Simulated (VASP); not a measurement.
# MoPb (Pm-3m) in VASP: further runs, part 2 of 2

VASP 6.6.1.

**3. Single point, PBE**

This run uses another cell than the first one, of 19.85 Å³/atom, 0.848 times its volume.

File INCAR:

```
  PREC = Accurate
  ENCUT = 520
  EDIFF = 1E-6
  ISMEAR = 0
  SIGMA = 0.1
  LREAL = F
  LASPH = T
  NELM = 100
  ALGO = Fast
  ISIF = 2
  LWAVE = F
  LCHARG = F
  GGA = PE
  NBANDS = 21
```

File KPOINTS:

```
Automatic mesh
0
Gamma
  16 16 16
```

File POSCAR:

```
MoPb
1.0
    3.4111083708      0.0000000000      0.0000000000
    0.0000000000      3.4111083708      0.0000000000
    0.0000000000      0.0000000000      3.4111083708
Mo Pb
1 1
Direct
    0.0000000000      0.0000000000      0.0000000000
    0.5000000000      0.5000000000      0.5000000000
```

Potentials or basis: VASP PAW PBE potentials, release 64 (Mo_sv, Pb_d).

Launch:

```
cat potpaw_PBE.64/Mo_sv/POTCAR potpaw_PBE.64/Pb_d/POTCAR > POTCAR
mpirun -np 1 vasp_std > vasp.out
```

OUTCAR:

```text
PREC = Accurate
   ENCUT = 520
   EDIFF = 1E-6
   ISMEAR = 0
   LREAL = F
   LASPH = T
   NELM = 100
   ISIF = 2
   GGA = PE

 ion  position               nearest neighbor table
   1  0.000  0.000  0.000-   2 2.95   2 2.95   2 2.95   2 2.95   2 2.95   2 2.95   2 2.95   2 2.95

   2  0.500  0.500  0.500-   1 2.95   1 2.95   1 2.95   1 2.95   1 2.95   1 2.95   1 2.95   1 2.95

  LATTYP: Found a simple cubic cell.
 ALAT       =     3.4111083708

  Lattice vectors:

 A1 = (   3.4111083708,   0.0000000000,   0.0000000000)
 A2 = (   0.0000000000,   3.4111083708,   0.0000000000)
 A3 = (   0.0000000000,   0.0000000000,   3.4111083708)

Analysis of symmetry for initial positions (statically):
=====================================================================
 Subroutine PRICEL returns:
 Original cell was already a primitive cell.

 Routine SETGRP: Setting up the symmetry group for a
 simple cubic supercell.

 Subroutine GETGRP returns: Found 48 space group operations
[... 161 lines left out ...]
  ext. energy  EPLUGINS =         0.00000000
  ---------------------------------------------------
  free energy    TOTEN  =       -12.68578001 eV

  energy without entropy =      -12.66823823  energy(sigma->0) =      -12.67700912

 E-fermi :  10.7971     XC(G=0): -12.2267

 val. band max:       10.7918495970   @ k =   0.5000   0.3750   0.0000
 cond. band min:      10.8011411680   @ k =   0.3750   0.3750   0.0000
 fundamental gap:      0.0092915710
 Fermi energy:        10.7971084794

 k-point     1 :       0.0000    0.0000    0.0000
  band No.  band energies     occupation
      1     -50.0572      2.00000
      2     -24.1113      2.00000
      3     -24.1113      2.00000
      4     -24.1113      2.00000
      5      -6.1628      2.00000
      6      -6.1628      2.00000
[... 565 lines left out ...]
     20      19.3019      0.00000
     21      21.5487      0.00000

 [... further k-points ...]

------------------------ aborting loop because EDIFF is reached ----------------------------------------

  FORCE on cell =-STRESS in cart. coord.  units (eV):
  Direction    XX          YY          ZZ          XY          YZ          ZX
  --------------------------------------------------------------------------------------
  -------------------------------------------------------------------------------------
  Total        0.0286984      0.0286984      0.0286984      0.0000000      0.0000000      0.0000000
  in kB        1.1584621      1.1584621      1.1584621      0.0000000      0.0000000      0.0000000
  external PRESSURE =       1.1584621 kB  Pullay stress =       0.0000000 kB

 VOLUME and BASIS-vectors are now :
 -----------------------------------------------------------------------------
  energy-cutoff  :      520.00
  volume of cell :       39.69
      direct lattice vectors                 reciprocal lattice vectors
     3.411108371  0.000000000  0.000000000     0.293159845  0.000000000  0.000000000
     0.000000000  3.411108371  0.000000000     0.000000000  0.293159845  0.000000000
     0.000000000  0.000000000  3.411108371     0.000000000  0.000000000  0.293159845

 POSITION                                       TOTAL-FORCE (eV/Angst)
 -----------------------------------------------------------------------------------
      0.00000      0.00000      0.00000         0.000000      0.000000      0.000000
      1.70555      1.70555      1.70555         0.000000      0.000000      0.000000
 -----------------------------------------------------------------------------------
    total drift:                                0.000000      0.000000      0.000000

  FREE ENERGIE OF THE ION-ELECTRON SYSTEM (eV)
  ---------------------------------------------------
  free  energy   TOTEN  =       -12.6857800079 eV

  energy  without entropy=      -12.6682382293  energy(sigma->0) =      -12.67700912
```

Wall time 59 s (1 thread of Intel Xeon 6975P-C (Granite Rapids), shared host); peak memory 0.26 GiB.

What came out:

| Property | Result |
| --- | --- |
| Free energy | -12.6858 eV |
| Pressure | 0.1 GPa |
| Band gap on the k mesh | zero (band 14 reaches 12.55 eV, above the bottom of band 15 at 10.23 eV) |

Caveat: spin-orbit coupling is left out, which moves the levels of the heavy elements.

**4. Relaxation of cell and atoms, PBE**

This run uses another cell than the first one, of 19.83 Å³/atom, 0.848 times its volume.

File INCAR:

```
SYSTEM = MoPb
  ALGO = Fast
  EDIFF = 1E-6
  EDIFFG = -0.01
  ENCUT = 600
  GGA = PE
  IBRION = 2
  ISIF = 3
  ISMEAR = 0
  LASPH = .TRUE.
  LCHARG = .FALSE.
  LREAL = .FALSE.
  LWAVE = .FALSE.
  NELM = 60
  NSW = 100
  PREC = Accurate
  SIGMA = 0.1
```

File KPOINTS:

```
k-points
0
G
  16 16 16
  0 0 0
```

File POSCAR:

```
MoPb
1.0
    3.4104748396      0.0000000000      0.0000000000
    0.0000000000      3.4104748396      0.0000000000
    0.0000000000      0.0000000000      3.4104748396
Mo Pb
1 1
Direct
    0.0000000000      0.0000000000      0.0000000000
    0.5000000000      0.5000000000      0.5000000000
```

Launch:

```
cat potpaw_PBE.64/Mo_sv/POTCAR potpaw_PBE.64/Pb_d/POTCAR > POTCAR
mpirun -np 1 vasp_std > vasp.out
```

It took 1.8 min on 1 thread of Intel Xeon 6975P-C (Granite Rapids), shared host; peak memory 0.28 GiB.

It converged, with:

```yaml
Free_energy: -12.6857 eV
Relaxed_volume: 19.86 Å³/atom
Relaxed_cell: a = 3.412 Å, b = 3.412 Å, c = 3.412 Å, α = 90.00°, β = 90.00°, γ = 90.00°
Space_group_after_relaxing_to_0.05_Å: Pm-3m (No. 221)
Energy_gained_by_relaxing: 0.0 meV/atom
Ionic_steps: 3
Pressure_after_relaxing: 0.0 GPa
Band_gap_on_the_k_mesh: zero (band 14 reaches 12.53 eV, above the bottom of band 15 at 10.21 eV)
```

Final structure:
```yaml
crystal:
  lattice:
    - [3.41223, 0.00000, 0.00000]
    - [0.00000, 3.41223, 0.00000]
    - [0.00000, 0.00000, 3.41223]
  atoms:
    - { symbol: Mo, position: [0.00000, 0.00000, 0.00000] }
    - { symbol: Pb, position: [0.50000, 0.50000, 0.50000] }
```

Levels at points of the mesh, in eV from the Fermi level:
| k point | band 11 | band 12 | band 13 | band 14 | band 15 | band 16 | band 17 | band 18 |
| --- | --- | --- | --- | --- | --- | --- | --- | --- |
| (0.00, 0.00, 0.00) | -2.07 | -2.07 | 0.72 | 0.72 | 0.72 | 2.73 | 2.73 | 2.73 |
| (0.50, 0.00, 0.00) | -5.98 | -2.01 | -1.45 | -1.45 | 0.58 | 1.85 | 8.06 | 8.50 |
| (0.50, 0.50, 0.00) | -2.92 | -2.92 | -1.82 | -0.09 | -0.09 | 1.66 | 2.14 | 4.34 |
| (0.50, 0.50, 0.50) | -4.37 | -4.37 | -4.37 | 1.75 | 1.75 | 3.92 | 3.92 | 3.92 |

Caveat: spin-orbit coupling is left out, which moves the levels of the heavy elements.

**5. Overview**

```tsv
task	cell	k mesh	cutoff (eV)	gap on the mesh (eV)	pressure (GPa)	relaxed volume (Å³/atom)
relaxation of cell and atoms	relaxed from a = 3.604 Å, 2 atoms	6 × 6 × 6	600	none	-0.1	19.88
single point	a = 3.411 Å, 2 atoms	16 × 16 × 16	520	none	0.1	-
relaxation of cell and atoms	relaxed from a = 3.410 Å, 2 atoms	16 × 16 × 16	600	none	0.0	19.86
```

Alike in all rows: level PBE; potentials or basis VASP PAW PBE potentials, release 64 (Mo_sv, Pb_d); no spin polarisation; smearing gaussian 0.1 eV.

Caveats: spin-orbit coupling is left out, which moves the levels of the heavy elements; the volume moved by over 15 % at a fixed basis, so the end points are rough (some runs).

Absolute energies hang on the potentials; compare differences alone.
